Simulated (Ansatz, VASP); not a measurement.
## Ge2Sb2Te5 in VASP and in Ansatz

```xyz
9
Lattice="4.1753 0.0000 0.0000 -2.0877 3.6159 0.0000 0.0000 0.0000 16.9026" Properties=species:S:1:pos:R:3 pbc="T T T"
Ge    0.0000    0.0000    5.7307
Ge    0.0000    0.0000   11.1718
Sb    0.0000    2.4106    1.9838
Sb    2.0877    1.2053   14.9188
Te    0.0000    0.0000    0.0000
Te    0.0000    2.4106   13.1772
Te    2.0877    1.2053    3.7254
Te    0.0000    2.4106    7.1346
Te    2.0877    1.2053    9.7680
```

Alike in both runs: functional LDA; k mesh 10 × 10 × 4; occupations gaussian, width 0.05 eV; no spin polarisation.

Ansatz relaxed the structure, and its values are those at the end. VASP's run is a single point on that final structure, the one shown.

```csv
,VASP,Ansatz
version,VASP 6.6.1,Ansatz 0.2.0
potentials or method,"VASP PAW LDA potentials, release 64 (Ge_d, Sb, Te), cutoff 520 eV","scalar-relativistic, plane waves, PAW"
valence electrons in the cell,68,138
```

Ansatz gave:

* gap on the k mesh at the Fermi level (eV): none
* pressure (GPa): 0.0
* rms of the force components (eV/Å): 0.001

Question: Estimate VASP's values.

Answer: gap on the k mesh at the Fermi level (eV): none; pressure (GPa): 0.1; rms of the force components (eV/Å): 0.019.

LDA's correlation is that of Perdew and Zunger in VASP and of Perdew and Wang (1992) in Ansatz. A gap of «none» marks a metal or a gap that the smearing closes. VASP's potentials hold 68 valence electrons a cell and Ansatz's 138, so a difference there can come from the potentials and not from the codes.

Spin-orbit coupling is off throughout.
